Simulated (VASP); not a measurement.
# CS2 in VASP: single point with PBE+D3(BJ)

Aim: the single point of CS2 with PBE+D3(BJ).

Everything below comes from runs of VASP 6.6.1. Logs are shortened: lines on timing, memory, paths and dates and some standing lists are left out, and cuts for length are marked.

### 1 The cell of the first run

The cell holds a disordered packing, 24 atoms: a = 9.583 Å, b = 9.583 Å, c = 9.583 Å, α = 90.00°, β = 90.00°, γ = 90.00°.

### 2 Single point, PBE+D3(BJ)

INCAR reads:

```
PREC = Accurate ; ENCUT = 1000
EDIFF = 1E-6 ; ISMEAR = -1
SIGMA = 0.05 ; LREAL = Auto
LASPH = T ; NELM = 120
ALGO = Normal ; ISIF = 2
LWAVE = F ; LCHARG = F
GGA = PE ; IVDW = 12
NBANDS = 82 ; GGA_COMPAT = F
```

KPOINTS reads:

```
Automatic mesh
0
Gamma
  1 1 1
```

POSCAR reads:

```
CS2
1.0
    9.5828400000      0.0000000000      0.0000000000
    0.0000000000      9.5828400000      0.0000000000
    0.0000000000      0.0000000000      9.5828400000
S C
16 8
Direct
    0.0446736041      0.9762659086      0.9027386453
    0.2252568132      0.7458227415      0.7555275889
    0.3876199540      0.5126559559      0.4155031285
    0.5056851622      0.5254600933      0.1105413426
    0.8594842448      0.9151984172      0.5215259777
    0.5512144625      0.8124835644      0.5616184764
    0.6934061301      0.4825500582      0.7277487676
    0.7446226797      0.2325824077      0.9396796774
    0.8985540821      0.6364710253      0.0244603896
    1.1308547362      0.4260428015      0.1201209662
    0.3297769763      0.9064223132      0.1744263705
    0.6535849498      0.9422572014      0.1473571509
    0.7593990925      0.3087915482      0.3414645345
    0.9530681927      0.5489082568      0.4472265007
    0.1440387192      0.3323858063      0.7542649152
    0.4141778429      0.1772647775      0.6597000472
    0.1339060237      0.8561449424      0.8343246887
    0.4570357013      0.5161830939      0.2664763264
    0.7040292857      0.8602147171      0.5435653731
    0.7247851368      0.3541017068      0.8310375630
    1.0127373513      0.5314290962      0.0716489058
    0.4907626549      0.9357142559      0.1588046967
    0.8483393232      0.4347249876      0.3974708959
    0.2744802167      0.2469205371      0.7143811229
```

Potentials or basis: VASP PAW PBE potentials, release 64 (S, C_h).

Run with:

```
cat potpaw_PBE.64/S/POTCAR potpaw_PBE.64/C_h/POTCAR > POTCAR
mpirun -np 1 vasp_gam > vasp.out
```

OUTCAR:

```text
PREC = Accurate
   ENCUT = 1000
   EDIFF = 1E-6
   ISMEAR = -1
   LREAL = Auto
   LASPH = T
   NELM = 120
   ISIF = 2
   GGA = PE
   IVDW = 12
 IVDW          = 12

 ion  position               nearest neighbor table
   1  0.045  0.976  0.903-  17 1.58
   2  0.225  0.746  0.756-  17 1.57
   3  0.388  0.513  0.416-  18 1.58
   4  0.506  0.525  0.111-  18 1.57
   5  0.859  0.915  0.522-  19 1.59
   6  0.551  0.812  0.562-  19 1.54
[... 8 lines left out ...]
  15  0.144  0.332  0.754-  24 1.54
  16  0.414  0.177  0.660-  24 1.59
  17  0.134  0.856  0.834-   2 1.57   1 1.58
  18  0.457  0.516  0.266-   4 1.57   3 1.58
  19  0.704  0.860  0.544-   6 1.54   5 1.59
  20  0.725  0.354  0.831-   8 1.57   7 1.61
  21  0.013  0.531  0.072-   9 1.55  10 1.59
  22  0.491  0.936  0.159-  12 1.57  11 1.58
  23  0.848  0.435  0.397-  14 1.56  13 1.57
  24  0.274  0.247  0.714-  15 1.54  16 1.59

  LATTYP: Found a simple cubic cell.
 ALAT       =     9.5828400000

  Lattice vectors:

 A1 = (   9.5828400000,   0.0000000000,   0.0000000000)
 A2 = (   0.0000000000,   9.5828400000,   0.0000000000)
 A3 = (   0.0000000000,   0.0000000000,   9.5828400000)

Analysis of symmetry for initial positions (statically):
=====================================================================
 Subroutine PRICEL returns:
 Original cell was already a primitive cell.

 Routine SETGRP: Setting up the symmetry group for a
 simple cubic supercell.

 Subroutine GETGRP returns: Found  1 space group operations
 (whereof  1 operations were pure point group operations)
 out of a pool of 48 trial point group operations.

The static configuration has the point symmetry C_1 .

Analysis of symmetry for dynamics (positions and initial velocities):
=====================================================================
 Subroutine PRICEL returns:
 Original cell was already a primitive cell.

 Routine SETGRP: Setting up the symmetry group for a
 simple cubic supercell.

 Subroutine GETGRP returns: Found  1 space group operations
 (whereof  1 operations were pure point group operations)
 out of a pool of 48 trial point group operations.

The dynamic configuration has the point symmetry C_1 .

 Subroutine INISYM returns: Found  1 space group operations
 (whereof  1 operations are pure point group operations),
 and found     1 'primitive' translations

----------------------------------------------------------------------------------------

                                     Primitive cell

  volume of cell :     880.0001

  direct lattice vectors                    reciprocal lattice vectors
     9.582840000  0.000000000  0.000000000     0.104353198  0.000000000  0.000000000
     0.000000000  9.582840000  0.000000000     0.000000000  0.104353198  0.000000000
     0.000000000  0.000000000  9.582840000     0.000000000  0.000000000  0.104353198

  length of vectors
     9.582840000  9.582840000  9.582840000     0.104353198  0.104353198  0.104353198

  position of ions in fractional coordinates (direct lattice)
     0.044673604  0.976265909  0.902738645
     0.225256813  0.745822741  0.755527589
     0.387619954  0.512655956  0.415503128
     0.505685162  0.525460093  0.110541343
     0.859484245  0.915198417  0.521525978
     0.551214462  0.812483564  0.561618476
[... 16 lines left out ...]
     0.848339323  0.434724988  0.397470896
     0.274480217  0.246920537  0.714381123

  ion indices of the primitive-cell ions
   primitive index   ion index
                 1           1
                 2           2
                 3           3
                 4           4
                 5           5
                 6           6
[... 16 lines left out ...]
                23          23
                24          24

----------------------------------------------------------------------------------------

 KPOINTS: Automatic mesh

Automatic generation of k-mesh.
 Grid dimensions read from file:
 generate k-points for:    1    1    1

 Generating k-lattice:

  Cartesian coordinates                     Fractional coordinates (reciprocal lattice)
     0.104353198  0.000000000  0.000000000     1.000000000  0.000000000  0.000000000
     0.000000000  0.104353198  0.000000000     0.000000000  1.000000000  0.000000000
     0.000000000  0.000000000  0.104353198     0.000000000  0.000000000  1.000000000

  Length of vectors
     0.104353198  0.104353198  0.104353198

  Shift w.r.t. Gamma in fractional coordinates (k-lattice)
     0.000000000  0.000000000  0.000000000

 Subroutine IBZKPT returns following result:
 ===========================================

 Found      1 irreducible k-points:

 Following reciprocal coordinates:
            Coordinates               Weight
  0.000000  0.000000  0.000000      1.000000
   k-points           NKPTS =      1   k-points in BZ     NKDIM =      1   number of bands    NBANDS=     82
   number of dos      NEDOS =    301   number of ions     NIONS =     24
   total plane-waves  NPLWV = ******
   dimension x,y,z NGX =   100 NGY =  100 NGZ =  100
   dimension x,y,z NGXF=   200 NGYF=  200 NGZF=  200
   ions per type =              16   8
   NGX,Y,Z   is equivalent  to a cutoff of  17.35, 17.35, 17.35 a.u.
   NGXF,Y,Z  is equivalent  to a cutoff of  34.70, 34.70, 34.70 a.u.
 SYSTEM =  unknown system
   PREC   = accura    normal or accurate (medium, high low for compatibility)
   ISTART =      0    job   : 0-new  1-cont  2-samecut
   ICHARG =      2    charge: 1-file 2-atom 10-const
   ISPIN  =      1    spin polarized calculation?
   LNONCOLLINEAR =      F non collinear calculations
   LSORBIT =      F    spin-orbit coupling
   LASPH  =      T    aspherical Exc in radial PAW
   ENCUT  = 1000.0 eV  73.50 Ry    8.57 a.u.  24.71 24.71 24.71*2*pi/ulx,y,z
   NELM   =    120;   NELMIN=  2; NELMDL= -5     # of ELM steps
   EDIFF  = 0.1E-05   stopping-criterion for ELM
   LREAL  =      T    real-space projection
   EDIFFG = 0.1E-04   stopping-criterion for IOM
   NSW    =      0    number of steps for IOM
   IBRION =     -1    ionic relax: 0-MD 1-quasi-New 2-CG
   NFREE  =      0    steps in history (QN), initial steepest desc. (CG)
   ISIF   =      2    stress and relaxation
   ISYM   =      2    0-nonsym 1-usesym 2-fastsym
   POTIM  = 0.5000    time-step for ionic-motion
   TEBEG  =    0.0;   TEEND  =   0.0 temperature during run
   PSTRESS=    0.0 pullay stress
   NELECT =     128.0000    total number of electrons
   NUPDOWN=      -1.0000    fix difference up-down
   EMIN   =  10.00;   EMAX   =-10.00  energy-range for DOS
   EFERMI =   0.00;   METHOD = LEGACY
   ISMEAR =    -1;   SIGMA  =   0.05  broadening in eV -4-tet -1-fermi 0-gaus
   EFERMI_NEDOS =   21; number of points for ismear=-14 and -15
   IALGO  =     38    algorithm
   IMIX   =      4    mixing-type and parameters
     AMIX     =   0.40;   BMIX     =  1.00
     AMIX_MAG =   1.60;   BMIX_MAG =  1.00
  volume/ion in A,a.u.               =      36.67       247.44
  Fermi-wavevector in a.u.,A,eV,Ry     =   0.860962  1.626982 10.085391  0.741255
  Thomas-Fermi vector in A             =   1.978545
   LORBIT       =      0    0 simple, 1 ext, 2 COOP (PROOUT), +10 PAW based schemes
   GGA     = PE    functional components
   LHFCALC =     F    Hartree Fock is set to
   AEXX    =    0.0000 exact exchange contribution
   IVDW    =    12    specifies the selected vdW correction
   LEPSILON=     F    determine dielectric tensor
   LRPA    =     F    only Hartree local field effects (RPA)
 non-spin polarized calculation
  energy-cutoff  :     1000.00
  volume of cell :      880.00
 maximum number of plane-waves:     31539
 NGX is ok and might be reduce to    98
   NGX = 49   NGY = 49   NGZ = 49

 number of electron     127.9999999 magnetization

 Free energy of the ion-electron system (eV)
  ---------------------------------------------------
  ext. energy  EPLUGINS =         0.00000000
  ---------------------------------------------------
  free energy    TOTEN  =      -132.98558612 eV

  energy without entropy =     -132.98558612  energy(sigma->0) =     -132.98558612

 E-fermi :  -0.8257     XC(G=0):  -6.0822

 val. band max:       -2.0330375495   @ k =   0.0000   0.0000   0.0000
 cond. band min:       1.0616672509   @ k =   0.0000   0.0000   0.0000
 fundamental gap:      3.0947048004
 Fermi energy:        -0.8256904387

 k-point     1 :       0.0000    0.0000    0.0000
  band No.  band energies     occupation
      1     -17.0185      2.00000
      2     -16.9708      2.00000
      3     -16.9583      2.00000
      4     -16.9246      2.00000
      5     -16.8998      2.00000
      6     -16.8523      2.00000
[... 68 lines left out ...]
     75       1.5509      0.00000
     76       1.6168      0.00000
 [bands above 76 left out]

------------------------ aborting loop because EDIFF is reached ----------------------------------------

 Edisp (eV)   -2.60477

 E8    (eV) :    -0.8715

  FORCE on cell =-STRESS in cart. coord.  units (eV):
  Direction    XX          YY          ZZ          XY          YZ          ZX
  --------------------------------------------------------------------------------------
  -------------------------------------------------------------------------------------
  Total      -8.84004    -7.82013    -6.43076     1.46726     1.80137     0.79539
  in kB     -16.09468   -14.23776   -11.70820     2.67138     3.27967     1.44813
  external pressure =      -14.01 kB  Pullay stress =        0.00 kB

 VOLUME and BASIS-vectors are now :
 -----------------------------------------------------------------------------
  energy-cutoff  :     1000.00
  volume of cell :      880.00
      direct lattice vectors                 reciprocal lattice vectors
     9.582840000  0.000000000  0.000000000     0.104353198  0.000000000  0.000000000
     0.000000000  9.582840000  0.000000000     0.000000000  0.104353198  0.000000000
     0.000000000  0.000000000  9.582840000     0.000000000  0.000000000  0.104353198

 POSITION                                       TOTAL-FORCE (eV/Angst)
 -----------------------------------------------------------------------------------
      0.42810      9.35540      8.65080         0.521044     -0.811597     -0.333689
      2.15860      7.14710      7.24010        -0.363791      0.176164      0.394088
      3.71450      4.91270      3.98170         0.563394     -0.132253     -0.688532
      4.84590      5.03540      1.05930         0.092048     -0.085924      0.672296
      8.23630      8.77020      4.99770        -1.436722     -0.535867      0.248536
      5.28220      7.78590      5.38190        -0.337346     -0.159678      0.073463
[... 16 lines left out ...]
      8.12950      4.16590      3.80890         0.247980     -0.649384     -0.285192
      2.63030      2.36620      6.84580         1.616351     -0.358404     -0.918372
 -----------------------------------------------------------------------------------
    total drift:                                0.000720      0.013493     -0.018194

  FREE ENERGIE OF THE ION-ELECTRON SYSTEM (eV)
  ---------------------------------------------------
  free  energy   TOTEN  =      -135.5903529348 eV

  energy  without entropy=     -135.5903529347  energy(sigma->0) =     -135.59035293
```

Wall time 3.1 min (1 thread of AMD EPYC 9R45 (Zen 5), shared host); peak memory 1.6 GiB.

Results:

- Free energy: -135.5904 eV
- Pressure: -1.4 GPa
- Largest force: 2.210 eV/Å
- Dispersion energy per atom: -0.109 eV

Forces on the atoms (eV/Å):
```
S    0.521 -0.812 -0.334
S   -0.364  0.176  0.394
S    0.563 -0.132 -0.689
S    0.092 -0.086  0.672
S   -1.437 -0.536  0.249
S   -0.337 -0.160  0.073
S    0.497 -1.751  1.254
S    0.004  0.711 -0.714
S   -0.036 -0.099  0.067
S   -1.013  0.853 -0.437
S    0.881  0.445 -0.126
S   -0.413  0.219  0.031
S    0.154  0.650  0.326
S   -0.351 -0.035  0.033
S   -0.578  0.173  0.315
S   -1.068  0.234  0.571
C   -0.148  0.604 -0.134
C   -0.671  0.208 -0.013
C    1.839  0.810 -0.338
C   -0.526  1.064 -0.559
C    0.985 -0.817  0.390
C   -0.460 -0.713  0.170
C    0.248 -0.649 -0.285
C    1.616 -0.358 -0.918
```

Caveat: the k points lie up to 0.66 Å⁻¹ apart; the atoms stand as in a frame of molecular dynamics.
